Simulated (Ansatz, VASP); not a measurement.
## Two plane-wave programs on Ge

The input INCAR:

```
SYSTEM = Ge
  PREC = Accurate
  ENCUT = 520
  EDIFF = 1E-6
  ISMEAR = 0
  SIGMA = 0.15
  LREAL = .False.
  LASPH = .True.
  NELM = 100
  ALGO = Normal
  ISIF = 2
  LWAVE = .False.
  LCHARG = .False.
  NBANDS = 66
```

The input KPOINTS:

```
Automatic mesh
0
Gamma
  9 9 9
  0 0 0
```

Contents of POSCAR:

```
Ge
1.0
    4.9777000000      2.8738764349      1.7966666667
   -4.9777000000      2.8738764349      1.7966666667
    0.0000000000     -5.7477528699      1.7966666667
Ge
8
Direct
    0.7160372198      0.7160372198      0.7160372198
    0.2839627802      0.2839627802      0.2839627802
    0.0289443365      0.7253625346      0.5322921793
    0.5322921793      0.0289443365      0.7253625346
    0.7253625346      0.5322921793      0.0289443365
    0.9710556635      0.2746374654      0.4677078207
    0.4677078207      0.9710556635      0.2746374654
    0.2746374654      0.4677078207      0.9710556635
```

Input for Ansatz:

```yaml
crystal:
  lattice:
    - [4.9777, 2.8738764349, 1.7966666667]
    - [-4.9777, 2.8738764349, 1.7966666667]
    - [0.0, -5.7477528699, 1.7966666667]
  atoms:
    - { symbol: Ge, position: [0.7160372198, 0.7160372198, 0.7160372198] }
    - { symbol: Ge, position: [0.2839627802, 0.2839627802, 0.2839627802] }
    - { symbol: Ge, position: [0.0289443365, 0.7253625346, 0.5322921793] }
    - { symbol: Ge, position: [0.5322921793, 0.0289443365, 0.7253625346] }
    - { symbol: Ge, position: [0.7253625346, 0.5322921793, 0.0289443365] }
    - { symbol: Ge, position: [0.9710556635, 0.2746374654, 0.4677078207] }
    - { symbol: Ge, position: [0.4677078207, 0.9710556635, 0.2746374654] }
    - { symbol: Ge, position: [0.2746374654, 0.4677078207, 0.9710556635] }
basis:
  ecutwfc: 420
kpoints:
  mp_grid: { grid: [9, 9, 9] }
hamiltonian:
  xc: lda
  pseudopotentials: { kind: paw, azcp: { folder: soft_1 } }
scf:
  occupations: { method: gaussian, width: 0.15 }
output:
  forces: true
  stress: true
  eigenvalues: true
```

Alike in both runs: task single point; functional LDA; k mesh 9 × 9 × 9; occupations gaussian, width 0.15 eV; no spin polarisation.

|  | VASP | Ansatz |
| --- | --- | --- |
| version | VASP 6.6.1 | Ansatz 0.2.0 |
| potentials or method | VASP PAW LDA potentials, release 64 (Ge_d), cutoff 520 eV | scalar-relativistic, plane waves, PAW |
| valence electrons in the cell | 112 | 112 |

Ansatz gave:

```
gap on the k mesh at the Fermi level (eV)                     : none
pressure (GPa)                                                : 3.9
traceless stress, the component that is largest in VASP (GPa) : 9.96
rms of the force components (eV/Å)                            : 0.520
```

Estimate VASP's values.

gap on the k mesh at the Fermi level (eV): none; pressure (GPa): 4.1; traceless stress, the component that is largest in VASP (GPa): 10.03; rms of the force components (eV/Å): 0.527.

Ansatz warns that its potentials were made for another functional, while VASP's fit it. LDA's correlation is that of Perdew and Zunger in VASP and of Perdew and Wang (1992) in Ansatz. Atom by atom the forces differ by 0.008 eV/Å (rms over components). A gap of «none» marks a metal or a gap that the smearing closes.
